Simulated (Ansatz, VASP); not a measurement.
# Cd2Fe: VASP beside Ansatz

```xyz
6
Lattice="0.0000 3.8905 3.8905 3.8905 0.0000 3.8905 3.8905 3.8905 0.0000" Properties=species:S:1:pos:R:3 pbc="T T T"
Cd    4.8632    4.8632    4.8632
Cd    4.8632    2.9179    2.9179
Cd    2.9179    2.9179    4.8632
Cd    2.9179    4.8632    2.9179
Fe    0.0000    0.0000    0.0000
Fe    1.9453    1.9453    1.9453
```

Alike in both runs: functional PBE; k mesh 8 × 8 × 8; occupations gaussian, width 0.1 eV; collinear spin.

Ansatz relaxed the structure, and its values are those at the end. VASP's run is a single point on that final structure, the one shown.

|  | VASP | Ansatz |
| --- | --- | --- |
| version | VASP 6.6.1 | Ansatz 0.2.0 |
| potentials or method | VASP PAW PBE potentials, release 64 (Cd, Fe), cutoff 520 eV | scalar-relativistic, plane waves, PAW |
| valence electrons in the cell | 64 | 112 |

|  | VASP | Ansatz | Ansatz less VASP |
| --- | --- | --- | --- |
| gap on the k mesh at the Fermi level (eV) | none | none | - |
| pressure (GPa) | 0.6 | 0.0 | -0.61 |
| net moment per atom (μB) | 0.97 | 0.97 | +0.007 |
| size of the moment on the site where the two differ most (μB) | 3.02 | 3.10 | +0.083 |

Site moments also hang on the region over which each program counts them. A gap of «none» marks a metal or a gap that the smearing closes. VASP's potentials hold 64 valence electrons a cell and Ansatz's 112, so a difference there can come from the potentials and not from the codes.
